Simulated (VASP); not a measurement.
## Hf: single point with PBE

The system is Hf.

```
Hf
1.0
     4.39160    0.00000    0.00000
    -2.19580    3.80324    0.00000
     0.00000    0.00000    2.72441
Hf
3
Direct
  0.66667 0.33333 0.50000
  0.33333 0.66667 0.50000
  0.00000 0.00000 0.00000
```

This cell differs from its parent crystal: volume scaled by 0.680.

| Property | Result |
| --- | --- |
| Program | VASP 6.6.1 |
| Task | single point |
| Functional | PBE |
| Potentials or basis | VASP PAW PBE potentials, release 64 (Hf_pv) |
| Cutoff | 520 eV |
| k mesh | 10 × 10 × 14 |
| Occupations | gaussian, width 0.05 eV |
| Spin | no spin polarisation |

```
Pressure               : 81.2 GPa
Band gap on the k mesh : zero (band 15 reaches 8.46 eV, above the bottom of band 16 at 7.16 eV)
```

Stress tensor (GPa, compression positive):
```
81.03  0.00  0.00
 0.00 81.03  0.00
 0.00  0.00 81.54
```

Levels at points of the mesh, in eV from the Fermi level:
| k point | band 12 | band 13 | band 14 | band 15 | band 16 | band 17 | band 18 | band 19 |
| --- | --- | --- | --- | --- | --- | --- | --- | --- |
| (0.00, 0.00, 0.00) | -0.63 | -0.33 | -0.33 | -0.19 | -0.19 | 1.29 | 2.69 | 2.69 |
| (0.50, 0.00, 0.00) | -4.35 | -1.22 | -1.14 | -0.76 | -0.19 | 1.16 | 1.71 | 3.42 |
| (0.00, 0.00, 0.50) | -3.08 | -3.08 | -2.77 | -1.39 | 1.73 | 1.73 | 3.25 | 3.25 |
| (0.50, 0.00, 0.50) | -3.38 | -2.67 | -1.24 | -0.47 | 0.10 | 1.45 | 2.77 | 2.90 |

Run time: 48 s on 1 thread of Intel(R) Xeon(R) Platinum 8488C (Sapphire Rapids) (shared host), peak memory 0.22 GiB.

Caveat: spin-orbit coupling is left out, which moves the levels of the heavy elements.
